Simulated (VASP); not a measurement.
NaB4, 5 atoms in the cell. It takes space group I4/mmm (No. 139, tetragonal). The conventional cell has a = 3.066 Å, b = 3.066 Å, c = 8.166 Å, α = 90.00°, β = 90.00°, γ = 90.00°. Na (site symmetry 4/mmm) has 16 B at 2.38 to 2.55 Å and 4 Na at 3.07 Å within 3.1 Å. B (site symmetry -4m2) has 8 B at 1.86 to 2.17 Å within 2.5 Å. Within 2.5 Å of B (site symmetry 4mm) lie 5 B at 1.86 to 1.96 Å and 4 Na at 2.38 Å. 

```yaml
Program: VASP 6.6.1
Task: single point
Functional: PBE
Potentials_or_basis: VASP PAW PBE potentials, release 64 (Na_pv, B)
Cutoff: 520 eV
k_mesh: 8 × 8 × 8
Occupations: gaussian, width 0.1 eV
Spin: no spin polarisation
Dipole_correction: no
Further_INCAR_settings: ALGO = Normal; EDIFF = 1e-06; NBANDS = 18
```

Potentials or basis: VASP PAW PBE potentials, release 64 (Na_pv, B).

Command:

```bash
$ cat potpaw_PBE.64/Na_pv/POTCAR potpaw_PBE.64/B/POTCAR > POTCAR
$ mpirun -np 1 vasp_std > vasp.out
```

Hardware: 1 thread of Intel(R) Xeon(R) Platinum 8488C (Sapphire Rapids) (shared host).

Question: Estimate the wall time of this run.

Answer: It took 53 s on 1 thread of Intel(R) Xeon(R) Platinum 8488C (Sapphire Rapids) (shared host), peak memory 0.2 GiB. Counts: scf iterations 11, k points 59.
